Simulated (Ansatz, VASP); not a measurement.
## One calculation of CuO, two programs

```xyz
4
Lattice="2.8795 0.0000 0.0000 0.0391 2.8793 0.0000 0.0175 0.0172 5.1763" Properties=species:S:1:pos:R:3 pbc="T T T"
Cu    1.4485    0.0086    2.5882
Cu    0.0195    1.4396    0.0000
O     0.0479    2.8788    1.2947
O     2.8881    0.0177    3.8817
```

Alike in both runs: task single point; functional PBEsol; k mesh 6 × 6 × 4; occupations gaussian, width 0.1 eV; no spin polarisation.

|  | VASP | Ansatz |
| --- | --- | --- |
| version | VASP 6.6.1 | Ansatz 0.2.0 |
| potentials or method | VASP PAW PBE potentials, release 64 (Cu, O), cutoff 520 eV | scalar-relativistic, plane waves, PAW |
| valence electrons in the cell | 34 | 50 |

Ansatz gave:

```
gap on the k mesh at the Fermi level (eV)                     : none
pressure (GPa)                                                : -2.1
traceless stress, the component that is largest in VASP (GPa) : -2.42
rms of the force components (eV/Å)                            : 0.006
```

**Question.** Estimate VASP's values.

**Answer.** gap on the k mesh at the Fermi level (eV): none; pressure (GPa): -1.4; traceless stress, the component that is largest in VASP (GPa): -2.12; rms of the force components (eV/Å): 0.006.

VASP's potentials were made for PBE, not for PBEsol. Atom by atom the forces differ by 0.000 eV/Å (rms over components). A gap of «none» marks a metal or a gap that the smearing closes. VASP's potentials hold 34 valence electrons a cell and Ansatz's 50, so a difference there can come from the potentials and not from the codes.

The k mesh is coarse, so the values compare programs but aren't converged.
